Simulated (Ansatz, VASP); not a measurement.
One calculation of As, two programs

INCAR

```
PREC = Accurate
ENCUT = 600
EDIFF = 1E-6
ISMEAR = -1
SIGMA = 0.05
LREAL = False
LASPH = True
NELM = 80
ALGO = Normal
ISIF = 3
LWAVE = False
LCHARG = False
GGA = PS
IVDW = 13
IBRION = 2
NSW = 60
EDIFFG = -0.01
```

KPOINTS

```
Automatic mesh
0
Gamma
  9 9 9
```

Contents of POSCAR:

```
As
1.0
    1.8807968987      1.0858785957      3.5140619945
   -1.8807968987      1.0858785957      3.5140619945
    0.0000000000     -2.1717571915      3.5140619945
As
2
Direct
    0.2260000000      0.2260000000      0.2260000000
    0.7740000000      0.7740000000      0.7740000000
```

Contents of input.yaml:

```yaml
crystal:
  lattice:
    - [1.8807968987, 1.0858785957, 3.5140619945]
    - [-1.8807968987, 1.0858785957, 3.5140619945]
    - [0.0, -2.1717571915, 3.5140619945]
  atoms:
    - { symbol: As, position: [0.226, 0.226, 0.226] }
    - { symbol: As, position: [0.774, 0.774, 0.774] }
hamiltonian:
  xc: pbesol
  pseudopotentials: { kind: paw }
  dispersion: d4
kpoints:
  mp_grid: { grid: [9, 9, 9] }
scf:
  occupations: { method: fermi_dirac, width: 0.05 }
output:
  forces: true
  stress: true
  eigenvalues: true
  write_density: true
  write_potential: true
  elf: true
  volumetric_format: npy
relax:
  f_tol: 0.01
  max_steps: 40
  cell: { stress_tol: 0.05 }
```

Alike in both runs: task relaxation of cell and atoms; functional PBEsol; dispersion D4; k mesh 9 × 9 × 9; occupations fermi-dirac, width 0.05 eV; no spin polarisation.

|  | VASP | Ansatz |
| --- | --- | --- |
| version | VASP 6.6.1 | Ansatz 0.2.0 |
| potentials or method | VASP PAW PBE potentials, release 64 (As) | Ansatz PAW |
| plane-wave cutoff (eV) | 600 | 420 |
| valence electrons in the cell | 10 | 30 |

Ansatz gave:

- gap on the k mesh at the Fermi level, each at its own relaxed structure (eV): 0.04
- relaxed volume (Å³/atom): 20.17
- relaxed cell length with the largest relative difference (Å): 3.946

Which values does VASP return?

gap on the k mesh at the Fermi level, each at its own relaxed structure (eV): 0.04; relaxed volume (Å³/atom): 20.21; relaxed cell length with the largest relative difference (Å): 3.944.

VASP's potentials were made for PBE, not for PBEsol. VASP's potentials hold 10 valence electrons a cell and Ansatz's 30, so a difference there can come from the potentials and not from the codes.

Noted on Ansatz's run: odd divisions of the mesh miss points on the zone boundary, where band edges often lie, so the gap on the mesh can be too wide; the plane-wave basis is chosen anew once the cell has moved, so the energies of steps on either side of that aren't comparable.
